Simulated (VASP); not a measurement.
# CS2 in VASP: further runs, part 2 of 2

VASP 6.6.1. The steps go on from the part before.

**3. Single point, PBE+D3(BJ)**

Input file INCAR:

```
SYSTEM = CS2
PREC = Accurate
ENCUT = 520
EDIFF = 1E-7
ISMEAR = -1
SIGMA = 0.02
LREAL = Auto
LASPH = .TRUE.
NELM = 80
ALGO = Normal
ISIF = 2
LWAVE = .FALSE.
LCHARG = .FALSE.
GGA = PE
IVDW = 12
NBANDS = 82
```

Input file KPOINTS:

```
regular mesh
0
G
  1 1 1
  0 0 0
```

Input file POSCAR:

```
CS2
1.0
    9.2831780000      0.0000000000      0.0000000000
    0.0000000000      9.2831780000      0.0000000000
    0.0000000000      0.0000000000      9.2831780000
S C
16 8
Direct
    0.6262618254      0.1349214676      0.7841495660
    0.5630722582      0.2009117998      0.4565354666
    0.8062325208      0.5824837141      0.4380396455
    0.9522062380      0.4159351463      0.6823633027
    0.3528533009      1.0391161303      0.2349303224
    0.5046439915      0.7848174408      0.0777858617
    0.9605331278      0.8492781244      0.3104540277
    0.8664381961      1.1074871127      0.1138941858
    0.4382658611      0.6695336446      0.5710328941
    0.2631965045      0.4743849574      0.3477903795
    0.9988282030      0.4844461670      0.1124291703
    0.6637274433      0.4919328273      0.1454243364
    0.1477618979      0.1530402627      0.9417249136
    0.2327758877      0.1189355628      0.6250984307
   -0.2327758877      0.8012880934      0.7790004673
    0.0855956872      0.7247625759      0.8214212848
    0.5843365279      0.1721285534      0.6197877494
    0.8816485044      0.5070892748      0.5627490930
    0.4373286821      0.9152684566      0.1503256751
    0.9057350834      0.9819697522      0.2191167723
    0.3615679889      0.5657653015      0.4585283186
    0.8296943137      0.4864390191      0.1333164138
    0.1990374417      0.1289321394      0.7874350788
   -0.0745865263      0.7638978807      0.7924333671
```

Potentials or basis: VASP PAW PBE potentials, release 64 (S, C).

Launch:

```console
cat potpaw_PBE.64/S/POTCAR potpaw_PBE.64/C/POTCAR > POTCAR
mpirun -np 1 vasp_gam > vasp.out
```

OUTCAR:

```text
SYSTEM = CS2
   PREC = Accurate
   ENCUT = 520
   EDIFF = 1E-7
   ISMEAR = -1
   LREAL = Auto
   LASPH = .TRUE.
   NELM = 80
   ISIF = 2
   GGA = PE
   IVDW = 12
 IVDW          = 12

 ion  position               nearest neighbor table
   1  0.626  0.135  0.784-  17 1.61
   2  0.563  0.201  0.457-  17 1.55
   3  0.806  0.582  0.438-  18 1.52
   4  0.952  0.416  0.682-  18 1.54
   5  0.353  0.039  0.235-  19 1.60
[... 319 lines left out ...]
  -------------------------------------------------------------------------------------
  Total       1.49815    -0.91473     0.85637    -2.54779    -1.46221    -1.91838
  in kB       3.00037    -1.83195     1.71507    -5.10252    -2.92840    -3.84199
  external pressure =        0.96 kB  Pullay stress =        0.00 kB

 VOLUME and BASIS-vectors are now :
 -----------------------------------------------------------------------------
  energy-cutoff  :      520.00
  volume of cell :      800.00
      direct lattice vectors                 reciprocal lattice vectors
     9.283178000  0.000000000  0.000000000     0.107721731  0.000000000  0.000000000
     0.000000000  9.283178000  0.000000000     0.000000000  0.107721731  0.000000000
     0.000000000  0.000000000  9.283178000     0.000000000  0.000000000  0.107721731

 POSITION                                       TOTAL-FORCE (eV/Angst)
 -----------------------------------------------------------------------------------
      5.81370      1.25250      7.27940        -0.808333      0.604164     -1.933056
      5.22710      1.86510      4.23810         0.024366      0.164988      0.081341
      7.48440      5.40730      4.06640        -0.753210      0.898864     -0.699899
      8.83950      3.86120      6.33450         0.393534     -0.476315      0.628476
      3.27560      0.36312      2.18090         0.910531     -1.133597     -0.957156
      4.68470      7.28560      0.72210         0.865585     -1.065912     -0.960377
[... 16 lines left out ...]
      1.84770      1.19690      7.30990        -0.099334      0.231370     -1.001136
      8.59078      7.09140      7.35630         1.957548     -0.352857      0.673151
 -----------------------------------------------------------------------------------
    total drift:                               -0.001135     -0.003692      0.004359

  FREE ENERGIE OF THE ION-ELECTRON SYSTEM (eV)
  ---------------------------------------------------
  free  energy   TOTEN  =      -134.7914609641 eV

  energy  without entropy=     -134.7914609641  energy(sigma->0) =     -134.79146096
```

OSZICAR:

```text
N       E                     dE             d eps       ncg     rms          rms(c)
DAV:   1     0.107865209031E+04    0.10787E+04   -0.58027E+04   172   0.134E+03
DAV:   2     0.375195250654E+00   -0.10783E+04   -0.10325E+04   222   0.261E+02
DAV:   3    -0.136313055553E+03   -0.13669E+03   -0.13455E+03   192   0.998E+01
[... 12 lines left out ...]
DAV:  16    -0.131914700751E+03    0.79179E-05   -0.84805E-06   184   0.112E-02    0.253E-02
DAV:  17    -0.131914691118E+03    0.96325E-05   -0.51694E-06   184   0.103E-02    0.838E-03
DAV:  18    -0.131914689903E+03    0.12153E-05   -0.30708E-06   232   0.610E-03    0.473E-03
DAV:  19    -0.131914690170E+03   -0.26717E-06   -0.69537E-07   176   0.260E-03    0.365E-03
DAV:  20    -0.131914690155E+03    0.15003E-07   -0.10845E-07   112   0.141E-03
   1 F= -.13479146E+03 E0= -.13479146E+03  d E =-.988536E-11
```

Run time: 1.8 min. Hardware: 1 thread of Intel Xeon Platinum 8488C (Sapphire Rapids), shared host; peak memory 0.64 GiB.

Results:

```yaml
Free_energy: -134.7915 eV
Pressure: 0.1 GPa
Largest_force: 3.522 eV/Å
Band_gap_on_the_k_mesh: 2.47 eV
Dispersion_energy_per_atom: -0.120 eV
```

Forces on the atoms (eV/Å):
```
S   -0.808  0.604 -1.933
S    0.024  0.165  0.081
S   -0.753  0.899 -0.700
S    0.394 -0.476  0.628
S    0.911 -1.134 -0.957
S    0.866 -1.066 -0.960
S   -0.312  1.105 -0.511
S   -0.384 -0.245  0.490
S   -0.544 -1.165 -1.173
S    1.569  1.120  1.565
S   -1.282 -0.012  0.104
S   -0.489 -0.332 -0.122
S   -0.132  0.092  1.516
S    0.260 -0.331 -0.740
S   -2.080  0.485 -0.350
S    0.309  0.192 -0.148
C    1.072 -0.540  1.958
C    0.304 -0.887  0.622
C   -1.942  2.309  1.816
C    0.599 -0.693  0.038
C   -1.026  0.065 -0.302
C    1.587 -0.031 -0.594
C   -0.099  0.231 -1.001
C    1.958 -0.353  0.673
```

Levels at points of the mesh, in eV from the valence-band top:
```tsv
k point	band 60	band 61	band 62	band 63	band 64	band 65	band 66	band 67	band 68	band 69
(0.00, 0.00, 0.00)	-0.51	-0.36	-0.35	-0.24	0.00	2.47	2.65	2.80	2.88	2.90
```

Caveat: the k points lie up to 0.68 Å⁻¹ apart.

**4. Single point, PBE+D3(BJ)**

Input file INCAR:

```
PREC = Accurate
ENCUT = 520
EDIFF = 1E-6
ISMEAR = -1
SIGMA = 0.02
LREAL = Auto
LASPH = T
NELM = 60
ALGO = Normal
ISIF = 2
LWAVE = F
LCHARG = F
GGA = PE
IVDW = 12
NBANDS = 82
```

Input file KPOINTS:

```
Automatic mesh
0
Gamma
  1 1 1
```

Input file POSCAR:

```
CS2
1.0
    9.2831780000      0.0000000000      0.0000000000
    0.0000000000      9.2831780000      0.0000000000
    0.0000000000      0.0000000000      9.2831780000
S C
16 8
Direct
    0.6908840916      0.1836009177      0.8428579092
    0.5947747636      0.2811321726      0.5416679504
    0.7320014762      0.5977047946      0.5429175224
    0.9630214997      0.3570867649      0.6203371302
    0.3983549599      1.0847147389      0.1524154767
    0.4919005108      0.7821459418      0.0627371359
    1.0088570961      0.8308038476      0.3408746444
    0.8251269124      1.0586676244      0.1771052973
    0.3602430116      0.6563269604      0.5689323204
    0.2410381445      0.4691173648      0.3230574702
    0.9521631493      0.5134340847      0.0385643796
    0.6658495614      0.3762289164      0.1251187901
    0.1324869565      0.1990158974      0.8848370677
    0.2549342477      0.0533438010      0.5972954521
   -0.2089801574      0.7962682607      0.8267319661
    0.1285335690      0.7970977180      0.8022037281
    0.6260032933      0.2254831266      0.6915842829
    0.8529837519      0.4854587513      0.5810617872
    0.4545210703      0.9387841104      0.0924252449
    0.9103778900      0.9457644785      0.2737855506
    0.3151399230      0.5548638624      0.4438566189
    0.8057154565      0.4483917038      0.0780120773
    0.1999207599      0.1221133539      0.7433661188
   -0.0440581878      0.7915715933      0.8047675053
```

Launch:

```console
cat potpaw_PBE.64/S/POTCAR potpaw_PBE.64/C/POTCAR > POTCAR
mpirun -np 1 vasp_gam > vasp.out
```

Wall time 94 s (1 thread of Intel Xeon Platinum 8488C (Sapphire Rapids), shared host); peak memory 0.65 GiB.

It converged, with:

* Free energy: -134.5706 eV
* Pressure: 0.0 GPa
* Largest force: 2.806 eV/Å
* Band gap on the k mesh: 2.65 eV
* Dispersion energy per atom: -0.121 eV

Forces on the atoms (eV/Å):
```
S   -0.645 -0.190 -0.719
S   -1.108  0.268 -1.987
S    0.901 -0.335  0.043
S   -1.323  2.090 -0.614
S    0.107  0.454 -0.235
S    0.689 -1.799 -0.750
S    0.356 -0.566  0.739
S    0.496 -0.844  1.135
S    0.483 -0.014  0.151
S   -0.105 -0.778 -0.825
S    1.076  0.523 -0.395
S   -1.625 -0.386  0.532
S    1.169 -1.323 -2.058
S   -0.285  0.705  1.143
S   -0.283  0.098 -0.126
S   -2.114 -0.485  0.042
C    1.294 -0.713  2.385
C    0.776 -1.318  0.166
C   -0.876  1.273  1.125
C   -0.706  1.281 -1.811
C   -0.360  0.747  0.595
C    0.517  0.126  0.209
C   -0.668  0.847  0.831
C    2.235  0.340  0.427
```

Stress tensor (GPa, compression positive):
```
-0.26  1.05  0.18
 1.05  0.62 -0.23
 0.18 -0.23 -0.25
```

Levels at points of the mesh, in eV from the valence-band top:
| k point | band 61 | band 62 | band 63 | band 64 | band 65 | band 66 | band 67 | band 68 |
| --- | --- | --- | --- | --- | --- | --- | --- | --- |
| (0.00, 0.00, 0.00) | -0.37 | -0.26 | -0.10 | 0.00 | 2.65 | 2.77 | 2.88 | 2.93 |

Caveat: the k points lie up to 0.68 Å⁻¹ apart.

**5. Single point, PBE+D3(BJ)**

Input file INCAR:

```
PREC = Accurate
ENCUT = 520
EDIFF = 1E-6
ISMEAR = -1
SIGMA = 0.02
LREAL = Auto
LASPH = True
NELM = 80
ALGO = Normal
ISIF = 2
LWAVE = False
LCHARG = False
GGA = PE
IVDW = 12
NBANDS = 82
```

Input file KPOINTS:

```
regular mesh
0
Gamma
  1 1 1
```

Input file POSCAR:

```
CS2
1.0
    9.2831780000      0.0000000000      0.0000000000
    0.0000000000      9.2831780000      0.0000000000
    0.0000000000      0.0000000000      9.2831780000
S C
16 8
Direct
    0.7056850574      0.1772991965      0.8076544476
    0.5257251342      0.2642521774      0.5364434464
    0.7836001852      0.6641152416      0.5466231500
    0.9701634505      0.3912991866      0.4962955574
    0.4113031119      1.1026180905      0.1096822661
    0.4542194494      0.7661169483      0.0954306812
    1.0957454441      0.8327966996      0.3178868271
    0.7911514785      0.9612440912      0.3159370638
    0.2902777476      0.6199493320      0.5383932097
    0.2668051824      0.4441905563      0.2627440732
    0.9006075290      0.4676954379      0.0175694143
    0.6399101687      0.4070373314      0.2387005829
    0.1770298921      0.2231886537      0.8128143185
    0.2495697055      0.0530960410      0.5310465877
   -0.1763620174      0.8843630920      0.9178968668
    0.1488391152      0.7849574790      0.8993148682
    0.6112777327      0.2122764424      0.6710202045
    0.8802158054      0.5339981631      0.5245940560
    0.4338708145      0.9387087051      0.0858219028
    0.9404430250      0.8900615716      0.3346375562
    0.2766509486      0.5264791863      0.4038379960
    0.7694024611      0.4374687203      0.1225550129
    0.2157127656      0.1261098301      0.6749305033
   -0.0152533971      0.8272598026      0.9000473760
```

Launch:

```console
cat potpaw_PBE.64/S/POTCAR potpaw_PBE.64/C/POTCAR > POTCAR
mpirun -np 1 vasp_gam > vasp.out
```

Run time: 91 s. Hardware: 1 thread of Intel Xeon Platinum 8488C (Sapphire Rapids), shared host; peak memory 0.65 GiB.

It converged, with:

- Free energy: -134.7351 eV
- Pressure: -0.5 GPa
- Largest force: 3.354 eV/Å
- Band gap on the k mesh: 2.72 eV
- Dispersion energy per atom: -0.121 eV

Forces in eV/Å, atoms in the order of the input:
```
S   -0.635  0.218 -0.783
S    0.180 -0.128  0.182
S   -1.010  1.412  0.453
S   -0.719  1.091  0.314
S    0.072  0.023 -0.411
S   -0.093  2.216 -0.439
S    0.365 -0.503  0.160
S   -0.764  0.280  0.406
S    0.214  0.675  1.409
S   -0.229 -1.210 -1.791
S   -1.243 -0.276  0.897
S    2.374  0.567 -2.301
S    0.453 -1.302 -1.403
S    0.155 -0.764 -0.689
S    1.701 -0.962 -0.297
S   -0.916 -0.004 -0.303
C    0.645  0.346  0.598
C    1.415 -2.753 -0.512
C    0.189 -2.275  0.978
C    0.149  0.393 -0.938
C    0.264  0.498  0.411
C   -1.013 -0.248  1.284
C   -0.795  2.036  2.245
C   -0.759  0.668  0.529
```

Stress tensor (GPa, compression positive):
```
-0.94  0.08  0.85
 0.08 -0.38  0.48
 0.85  0.48 -0.24
```

Levels at points of the mesh, in eV from the valence-band top:
```tsv
k point	band 61	band 62	band 63	band 64	band 65	band 66	band 67	band 68
(0.00, 0.00, 0.00)	-0.27	-0.12	-0.02	0.00	2.72	2.90	2.97	3.04
```

Caveat: the k points lie up to 0.68 Å⁻¹ apart.
